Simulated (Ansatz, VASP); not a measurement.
**AlAs in VASP and in Ansatz**

INCAR

```
SYSTEM = AlAs
PREC     = Accurate       ! precision mode
ENCUT    = 500            ! plane-wave cutoff, eV
EDIFF    = 1E-6           ! SCF threshold, eV
ISMEAR   = 0              ! smearing method
SIGMA    = 0.01           ! smearing width, eV
LREAL    = .False.        ! projectors in reciprocal space
LASPH    = .True.         ! aspherical terms in the spheres
NELM     = 120            ! most SCF steps
ALGO     = Normal         ! electronic algorithm
ISIF     = 2              ! what is computed and relaxed
LWAVE    = .False.        ! write WAVECAR
LCHARG   = .False.        ! write CHGCAR
GGA      = PE             ! functional
NBANDS   = 11             ! bands
GGA_COMPAT= .False.
```

KPOINTS

```
regular mesh
0
Gamma
  6 6 6
  0 0 0
```

File POSCAR:

```
AlAs
1.0
    0.0000000000      2.8348772653      2.8348772653
    2.8348772653      0.0000000000      2.8348772653
    2.8348772653      2.8348772653      0.0000000000
Al As
1 1
Direct
    0.0000000000      0.0000000000      0.0000000000
    0.2500000000      0.2500000000      0.2500000000
```

Input for Ansatz:

```yaml
crystal:
  lattice:
    - [0.0, 2.8348772653, 2.8348772653]
    - [2.8348772653, 0.0, 2.8348772653]
    - [2.8348772653, 2.8348772653, 0.0]
  atoms:
    - { symbol: Al, position: [0.0, 0.0, 0.0] }
    - { symbol: As, position: [0.25, 0.25, 0.25] }
kpoints:
  mp_grid: { grid: [6, 6, 6] }
hamiltonian:
  xc: pbe
scf:
  occupations: { method: fixed }
  n_extra_bands: 4
output:
  forces: true
  stress: true
  eigenvalues: true
```

Alike in both runs: task single point; functional PBE; k mesh 6 × 6 × 6; no spin polarisation.

```csv
,VASP,Ansatz
version,VASP 6.6.1,Ansatz 0.2.0
potentials or method,"VASP PAW PBE potentials, release 64 (Al, As)","plane waves, PAW"
plane-wave cutoff (eV),500,420
occupations,"gaussian, width 0.01 eV",fixed
valence electrons in the cell,8,18
```

Ansatz gave:

- gap on the k mesh at the Fermi level (eV): 1.45
- pressure (GPa): 2.2

Question: Estimate VASP's values.

Answer: gap on the k mesh at the Fermi level (eV): 1.44; pressure (GPa): 2.4.

VASP's potentials hold 8 valence electrons a cell and Ansatz's 18, so a difference there can come from the potentials and not from the codes.
